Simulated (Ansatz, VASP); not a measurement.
## GaN: VASP beside Ansatz

File INCAR:

```
SYSTEM = GaN
PREC = Accurate
ENCUT = 600
EDIFF = 1E-6
ISMEAR = -1
SIGMA = 0.05
LREAL = .False.
LASPH = .True.
NELM = 120
ALGO = Normal
ISIF = 2
LWAVE = .False.
LCHARG = .False.
GGA = PS
NBANDS = 16
GGA_COMPAT = .False.
```

File KPOINTS:

```
regular mesh
0
Gamma
  6 6 6
  0 0 0
```

File POSCAR:

```
GaN
1.0
    0.0000000000      2.2489525415      2.2489525415
    2.2489525415      0.0000000000      2.2489525415
    2.2489525415      2.2489525415      0.0000000000
Ga N
1 1
Direct
    0.0000000000      0.0000000000      0.0000000000
    0.2500000000      0.2500000000      0.2500000000
```

Input for Ansatz:

```yaml
crystal:
  lattice:
    - [0.0, 2.2489525415, 2.2489525415]
    - [2.2489525415, 0.0, 2.2489525415]
    - [2.2489525415, 2.2489525415, 0.0]
  atoms:
    - { symbol: Ga, position: [0.0, 0.0, 0.0] }
    - { symbol: "N", position: [0.25, 0.25, 0.25] }
kpoints:
  mp_grid: { grid: [6, 6, 6] }
hamiltonian:
  xc: pbesol
scf:
  occupations: { method: fermi_dirac, width: 0.05 }
  n_extra_bands: 4
output:
  forces: true
  stress: true
  eigenvalues: true
```

Alike in both runs: task single point; functional PBEsol; k mesh 6 × 6 × 6; occupations fermi-dirac, width 0.05 eV; no spin polarisation.

|  | VASP | Ansatz |
| --- | --- | --- |
| version | VASP 6.6.1 | Ansatz 0.2.0 |
| potentials or method | VASP PAW PBE potentials, release 64 (Ga_d, N) | plane waves |
| plane-wave cutoff (eV) | 600 | 420 |
| valence electrons in the cell | 18 | 18 |

```tsv
	VASP	Ansatz	Ansatz less VASP
pressure (GPa)	-0.4	0.0	+0.38
```

VASP's potentials were made for PBE, not for PBEsol.
